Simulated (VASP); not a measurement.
# Ge (Pmmm) in VASP: a series of runs

Runs on Ge. Level: PBE. Tasks: single point.

Program: VASP 6.6.1. These are calculated values, not measurements. Logs are shortened: lines on timing, memory, paths and dates and some standing lists are left out, and cuts for length are marked.

## Step 1: The cell of the first run

It takes space group Pmmm (No. 47, orthorhombic). The conventional cell has a = 3.770 Å, b = 5.130 Å, c = 6.019 Å, α = 90.00°, β = 90.00°, γ = 90.00°. Within 3.3 Å of Ge (site symmetry mm2) lie 3 Ge at 2.54 to 2.57 Å. Within 3.4 Å of Ge (site symmetry mmm) lie 2 Ge at 2.57 Å. Within 3.4 Å of Ge (site symmetry mmm) lie 6 Ge at 2.57 Å.

The cell was generated, and may not be a known phase.

## Step 2: Single point, PBE

INCAR reads:

```
PREC = Accurate
ENCUT = 520
EDIFF = 1E-6
ISMEAR = 0
SIGMA = 0.1
LREAL = F
LASPH = T
NELM = 60
ALGO = Normal
ISIF = 2
LWAVE = F
LCHARG = F
GGA = PE
NBANDS = 36
```

KPOINTS reads:

```
Automatic mesh
0
Gamma
  12 10 8
```

POSCAR reads:

```
Ge
1.0
    3.7699673298      0.0000000000      0.0000000000
    0.0000000000      5.1301633265      0.0000000000
    0.0000000000      0.0000000000      6.0189486590
Ge
4
Direct
    0.5000000000      0.0000000000      0.7106362451
    0.5000000000      0.0000000000      0.2893637549
    0.0000000000      0.5000000000      0.0000000000
    0.0000000000      0.0000000000      0.0000000000
```

Potentials or basis: VASP PAW PBE potentials, release 64 (Ge_d).

The run is started by

```
$ cat potpaw_PBE.64/Ge_d/POTCAR > POTCAR
$ mpirun -np 1 vasp_std > vasp.out
```

OUTCAR:

```text
PREC = Accurate
   ENCUT = 520
   EDIFF = 1E-6
   ISMEAR = 0
   LREAL = F
   LASPH = T
   NELM = 60
   ISIF = 2
   GGA = PE

 ion  position               nearest neighbor table
   1  0.500  0.000  0.711-   2 2.54   4 2.57   4 2.57
   2  0.500  0.000  0.289-   1 2.54   4 2.57   4 2.57
   3  0.000  0.500  0.000-   4 2.57   4 2.57
   4  0.000  0.000  0.000-   3 2.57   3 2.57   1 2.57   2 2.57   1 2.57   2 2.57

  LATTYP: Found a simple orthorhombic cell.
 ALAT       =     3.7699673298
 B/A-ratio  =     1.3607978207
 C/A-ratio  =     1.5965519413

  Lattice vectors:

 A1 = (   3.7699673298,   0.0000000000,   0.0000000000)
 A2 = (   0.0000000000,   5.1301633265,   0.0000000000)
 A3 = (   0.0000000000,   0.0000000000,   6.0189486590)

Analysis of symmetry for initial positions (statically):
=====================================================================
 Subroutine PRICEL returns:
 Original cell was already a primitive cell.

 Routine SETGRP: Setting up the symmetry group for a
 simple orthorhombic supercell.

 Subroutine GETGRP returns: Found  8 space group operations
 (whereof  8 operations were pure point group operations)
 out of a pool of  8 trial point group operations.

The static configuration has the point symmetry D_2h.

Analysis of symmetry for dynamics (positions and initial velocities):
=====================================================================
 Subroutine PRICEL returns:
 Original cell was already a primitive cell.

 Routine SETGRP: Setting up the symmetry group for a
 simple orthorhombic supercell.

 Subroutine GETGRP returns: Found  8 space group operations
 (whereof  8 operations were pure point group operations)
 out of a pool of  8 trial point group operations.

The dynamic configuration has the point symmetry D_2h.

 Subroutine INISYM returns: Found  8 space group operations
 (whereof  8 operations are pure point group operations),
 and found     1 'primitive' translations

----------------------------------------------------------------------------------------

                                     Primitive cell

  volume of cell :     116.4098

  direct lattice vectors                    reciprocal lattice vectors
     3.769967330  0.000000000  0.000000000     0.265254288  0.000000000  0.000000000
     0.000000000  5.130163326  0.000000000     0.000000000  0.194925568  0.000000000
     0.000000000  0.000000000  6.018948659     0.000000000  0.000000000  0.166141972

  length of vectors
     3.769967330  5.130163326  6.018948659     0.265254288  0.194925568  0.166141972

  position of ions in fractional coordinates (direct lattice)
     0.500000000  0.000000000  0.710636245
     0.500000000  0.000000000  0.289363755
     0.000000000  0.500000000  0.000000000
     0.000000000  0.000000000  0.000000000

  ion indices of the primitive-cell ions
   primitive index   ion index
                 1           1
                 2           2
                 3           3
                 4           4

----------------------------------------------------------------------------------------

 KPOINTS: Automatic mesh

Automatic generation of k-mesh.
 Grid dimensions read from file:
 generate k-points for:   12   10    8

 Generating k-lattice:

  Cartesian coordinates                     Fractional coordinates (reciprocal lattice)
     0.022104524  0.000000000  0.000000000     0.083333333  0.000000000  0.000000000
     0.000000000  0.019492557  0.000000000     0.000000000  0.100000000  0.000000000
     0.000000000  0.000000000  0.020767747     0.000000000  0.000000000  0.125000000

  Length of vectors
     0.022104524  0.019492557  0.020767747

  Shift w.r.t. Gamma in fractional coordinates (k-lattice)
     0.000000000  0.000000000  0.000000000

 Subroutine IBZKPT returns following result:
 ===========================================

 Found    210 irreducible k-points:

 Following reciprocal coordinates:
            Coordinates               Weight
  0.000000  0.000000  0.000000      1.000000
  0.083333  0.000000  0.000000      2.000000
  0.166667  0.000000  0.000000      2.000000
  0.250000  0.000000  0.000000      2.000000
  0.333333  0.000000  0.000000      2.000000
  0.416667  0.000000  0.000000      2.000000
[... 16 lines left out ...]
  0.083333  0.300000  0.000000      4.000000
  0.166667  0.300000  0.000000      4.000000
 [... further k-points ...]
   k-points           NKPTS =    210   k-points in BZ     NKDIM =    210   number of bands    NBANDS=     36
   number of dos      NEDOS =    301   number of ions     NIONS =      4
   total plane-waves  NPLWV =  53760
   dimension x,y,z NGX =    28 NGY =   40 NGZ =   48
   dimension x,y,z NGXF=    56 NGYF=   80 NGZF=   96
   ions per type =               4
   NGX,Y,Z   is equivalent  to a cutoff of  12.35, 12.96, 13.26 a.u.
   NGXF,Y,Z  is equivalent  to a cutoff of  24.69, 25.92, 26.52 a.u.
 SYSTEM =  unknown system
   PREC   = accura    normal or accurate (medium, high low for compatibility)
   ISTART =      0    job   : 0-new  1-cont  2-samecut
   ICHARG =      2    charge: 1-file 2-atom 10-const
   ISPIN  =      1    spin polarized calculation?
   LNONCOLLINEAR =      F non collinear calculations
   LSORBIT =      F    spin-orbit coupling
   LASPH  =      T    aspherical Exc in radial PAW
   ENCUT  =  520.0 eV  38.22 Ry    6.18 a.u.   7.01  9.54 11.19*2*pi/ulx,y,z
   NELM   =     60;   NELMIN=  2; NELMDL= -5     # of ELM steps
   EDIFF  = 0.1E-05   stopping-criterion for ELM
   LREAL  =      F    real-space projection
   EDIFFG = 0.1E-04   stopping-criterion for IOM
   NSW    =      0    number of steps for IOM
   IBRION =     -1    ionic relax: 0-MD 1-quasi-New 2-CG
   NFREE  =      0    steps in history (QN), initial steepest desc. (CG)
   ISIF   =      2    stress and relaxation
   ISYM   =      2    0-nonsym 1-usesym 2-fastsym
   POTIM  = 0.5000    time-step for ionic-motion
   TEBEG  =    0.0;   TEEND  =   0.0 temperature during run
   PSTRESS=    0.0 pullay stress
   NELECT =      56.0000    total number of electrons
   NUPDOWN=      -1.0000    fix difference up-down
   EMIN   =  10.00;   EMAX   =-10.00  energy-range for DOS
   EFERMI =   0.00;   METHOD = LEGACY
   ISMEAR =     0;   SIGMA  =   0.10  broadening in eV -4-tet -1-fermi 0-gaus
   EFERMI_NEDOS =   21; number of points for ismear=-14 and -15
   IALGO  =     38    algorithm
   IMIX   =      4    mixing-type and parameters
     AMIX     =   0.40;   BMIX     =  1.00
     AMIX_MAG =   1.60;   BMIX_MAG =  1.00
  volume/ion in A,a.u.               =      29.10       196.39
  Fermi-wavevector in a.u.,A,eV,Ry     =   1.282747  2.424040 22.387571  1.645440
  Thomas-Fermi vector in A             =   2.415040
   LORBIT       =      0    0 simple, 1 ext, 2 COOP (PROOUT), +10 PAW based schemes
   GGA     = PE    functional components
   LHFCALC =     F    Hartree Fock is set to
   AEXX    =    0.0000 exact exchange contribution
   IVDW    =     0    specifies the selected vdW correction
   LEPSILON=     F    determine dielectric tensor
   LRPA    =     F    only Hartree local field effects (RPA)
 non-spin polarized calculation
 Gauss-broadening in eV      SIGMA  =   0.10
  energy-cutoff  :      520.00
  volume of cell :      116.41
 maximum number of plane-waves:      3162
   NGX = 15   NGY = 19   NGZ = 23

 number of electron      55.9999965 magnetization

 Free energy of the ion-electron system (eV)
  ---------------------------------------------------
  ext. energy  EPLUGINS =         0.00000000
  ---------------------------------------------------
  free energy    TOTEN  =       -15.18954472 eV

  energy without entropy =      -15.17761381  energy(sigma->0) =      -15.18357927

 E-fermi :   2.8389     XC(G=0):  -8.7708

 val. band max:        2.8347928043   @ k =   0.3333   0.5000   0.5000
 cond. band min:       2.8528316799   @ k =   0.4167   0.5000   0.0000
 fundamental gap:      0.0180388756
 Fermi energy:         2.8388910973

 k-point     1 :       0.0000    0.0000    0.0000
  band No.  band energies     occupation
      1     -22.1301      2.00000
      2     -22.0664      2.00000
      3     -22.0622      2.00000
      4     -22.0444      2.00000
      5     -22.0278      2.00000
      6     -21.9625      2.00000
[... 28 lines left out ...]
     35       8.0091      0.00000
     36       9.3366      0.00000

 k-point     2 :       0.0833    0.0000    0.0000
  band No.  band energies     occupation
      1     -22.1302      2.00000
      2     -22.0659      2.00000
      3     -22.0623      2.00000
      4     -22.0445      2.00000
      5     -22.0281      2.00000
      6     -21.9595      2.00000
[... 28 lines left out ...]
     35       7.5644      0.00000
     36       9.8912      0.00000

 k-point     3 :       0.1667    0.0000    0.0000
  band No.  band energies     occupation
      1     -22.1303      2.00000
      2     -22.0647      2.00000
      3     -22.0626      2.00000
      4     -22.0446      2.00000
      5     -22.0289      2.00000
      6     -21.9511      2.00000
[... 28 lines left out ...]
     35       7.6539      0.00000
     36       9.1674      0.00000

 k-point     4 :       0.2500    0.0000    0.0000
  band No.  band energies     occupation
      1     -22.1304      2.00000
      2     -22.0631      2.00000
      3     -22.0630      2.00000
      4     -22.0448      2.00000
      5     -22.0300      2.00000
      6     -21.9389      2.00000
[... 28 lines left out ...]
     35       8.2618      0.00000
     36       8.5818      0.00000

 k-point     5 :       0.3333    0.0000    0.0000
  band No.  band energies     occupation
      1     -22.1306      2.00000
      2     -22.0637      2.00000
      3     -22.0612      2.00000
      4     -22.0450      2.00000
      5     -22.0310      2.00000
      6     -21.9257      2.00000
[... 655 lines left out ...]
 k-point    22 :       0.0000    0.3000    0.0000
  band No.  band energies     occupation
      1     -22.0793      2.00000
      2     -22.0626      2.00000
      3     -22.0619      2.00000
      4     -22.0342      2.00000
      5     -22.0169      2.00000
      6     -21.9628      2.00000
[... 28 lines left out ...]
     35       7.8929      0.00000
     36       9.0694      0.00000

 k-point    23 :       0.0833    0.3000    0.0000
  band No.  band energies     occupation
      1     -22.0794      2.00000
      2     -22.0621      2.00000
      3     -22.0620      2.00000
      4     -22.0342      2.00000
      5     -22.0172      2.00000
      6     -21.9598      2.00000
[... 28 lines left out ...]
     35       8.3261      0.00000
     36       9.1974      0.00000

 k-point    24 :       0.1667    0.3000    0.0000
  band No.  band energies     occupation
      1     -22.0795      2.00000
      2     -22.0624      2.00000
      3     -22.0608      2.00000
      4     -22.0342      2.00000
      5     -22.0177      2.00000
      6     -21.9513      2.00000
[... 28 lines left out ...]
     35       8.5229      0.00000
     36       9.2304      0.00000

 [... further k-points ...]

------------------------ aborting loop because EDIFF is reached ----------------------------------------

  FORCE on cell =-STRESS in cart. coord.  units (eV):
  Direction    XX          YY          ZZ          XY          YZ          ZX
  --------------------------------------------------------------------------------------
  -------------------------------------------------------------------------------------
  Total       -0.0285899     -0.0290473     -0.0163072      0.0000000      0.0000000      0.0000000
  in kB       -0.3934904     -0.3997853     -0.2244408      0.0000000      0.0000000      0.0000000
  external PRESSURE =      -0.3392389 kB  Pullay stress =       0.0000000 kB

 VOLUME and BASIS-vectors are now :
 -----------------------------------------------------------------------------
  energy-cutoff  :      520.00
  volume of cell :      116.41
      direct lattice vectors                 reciprocal lattice vectors
     3.769967330  0.000000000  0.000000000     0.265254288  0.000000000  0.000000000
     0.000000000  5.130163326  0.000000000     0.000000000  0.194925568  0.000000000
     0.000000000  0.000000000  6.018948659     0.000000000  0.000000000  0.166141972

 POSITION                                       TOTAL-FORCE (eV/Angst)
 -----------------------------------------------------------------------------------
      1.88498      0.00000      4.27728         0.000000     -0.000000      0.002127
      1.88498      0.00000      1.74167         0.000000      0.000000     -0.002127
      0.00000      2.56508      0.00000         0.000000      0.000000      0.000000
      0.00000      0.00000      0.00000         0.000000      0.000000      0.000000
 -----------------------------------------------------------------------------------
    total drift:                                0.000000     -0.000000     -0.000000

  FREE ENERGIE OF THE ION-ELECTRON SYSTEM (eV)
  ---------------------------------------------------
  free  energy   TOTEN  =       -15.1895447202 eV

  energy  without entropy=      -15.1776138114  energy(sigma->0) =      -15.18357927
```

Run time: 7 min. Hardware: 1 thread of Intel Xeon 6975P-C (Granite Rapids), shared host; peak memory 0.67 GiB.

Results:

```yaml
Free_energy: -15.1895 eV
Pressure: 0.0 GPa
Band_gap_on_the_k_mesh: zero (bands 28 and 29 overlap by 1.40 eV)
```

Forces on the atoms (eV/Å):
```
Ge   0.000  0.000  0.002
Ge   0.000  0.000 -0.002
Ge   0.000  0.000  0.000
Ge   0.000  0.000  0.000
```

## Step 3: Single point, PBE

This run uses another cell than the first one, of 29.33 Å³/atom.

INCAR reads:

```
PREC = Accurate ; ENCUT = 520
EDIFF = 1E-6 ; ISMEAR = 0
SIGMA = 0.1 ; LREAL = False
LASPH = True ; NELM = 60
ALGO = Normal ; ISIF = 2
LWAVE = False ; LCHARG = False
GGA = PE ; NBANDS = 36
```

KPOINTS reads:

```
regular mesh
0
Gamma
  4 4 4
```

POSCAR reads:

```
Ge
1.0
    4.1432860785      0.0000000000      0.0000000000
    0.0000000000      5.1780562110      0.0000000000
    0.0000000000      0.0000000000      5.4679705839
Ge
4
Direct
    0.5000000000      0.0000000000      0.7288821744
    0.5000000000      0.0000000000      0.2711178256
    0.0000000000      0.5000000000      0.0000000000
    0.0000000000      0.0000000000      0.0000000000
```

Potentials or basis: VASP PAW PBE potentials, release 64 (Ge_d).

The run is started by

```
$ cat potpaw_PBE.64/Ge_d/POTCAR > POTCAR
$ mpirun -np 1 vasp_std > vasp.out
```

It took 2 min on 1 thread of Intel Xeon Platinum 8259CL at 2.50GHz (Skylake/Cascade Lake), shared host; peak memory 0.26 GiB.

The run converged. Its results:

```
Free energy            : -15.2497 eV
Pressure               : 0.1 GPa
Largest force          : 0.017 eV/Å
Band gap on the k mesh : zero (bands 28 and 29 overlap by 0.87 eV)
```

Forces in eV/Å, atoms in the order of the input:
```
Ge   0.000  0.000  0.017
Ge   0.000  0.000 -0.017
Ge   0.000  0.000  0.000
Ge   0.000  0.000  0.000
```

Stress tensor (GPa, compression positive):
```
 0.17  0.00  0.00
 0.00  0.09  0.00
 0.00  0.00 -0.05
```

Levels at points of the mesh, in eV from the Fermi level:
| k point | band 25 | band 26 | band 27 | band 28 | band 29 | band 30 | band 31 | band 32 |
| --- | --- | --- | --- | --- | --- | --- | --- | --- |
| (0.00, 0.00, 0.00) | -4.45 | -3.30 | -1.05 | 0.56 | 0.81 | 1.61 | 1.92 | 2.31 |
| (0.50, 0.00, 0.00) | -4.59 | -3.45 | -3.27 | -1.09 | -0.30 | 0.30 | 1.78 | 2.42 |
| (0.00, 0.50, 0.00) | -3.05 | -1.44 | -1.00 | -0.96 | 1.22 | 2.00 | 2.35 | 2.55 |
| (0.50, 0.50, 0.00) | -4.46 | -2.99 | -2.91 | 0.18 | 0.36 | 1.60 | 1.85 | 2.70 |
| (0.00, 0.00, 0.50) | -2.92 | -2.80 | -1.55 | -0.53 | 0.11 | 0.50 | 2.16 | 2.52 |
| (0.50, 0.00, 0.50) | -4.30 | -3.40 | -0.29 | 0.06 | 0.14 | 0.83 | 1.23 | 1.58 |
| (0.00, 0.50, 0.50) | -2.64 | -2.36 | -1.08 | 0.19 | 0.49 | 1.28 | 2.03 | 2.33 |
| (0.50, 0.50, 0.50) | -3.99 | -2.45 | -0.71 | -0.28 | 0.89 | 1.60 | 2.13 | 2.75 |

Caveat: the k points lie up to 0.38 Å⁻¹ apart, too coarse for converged energies and pressures of a metal.
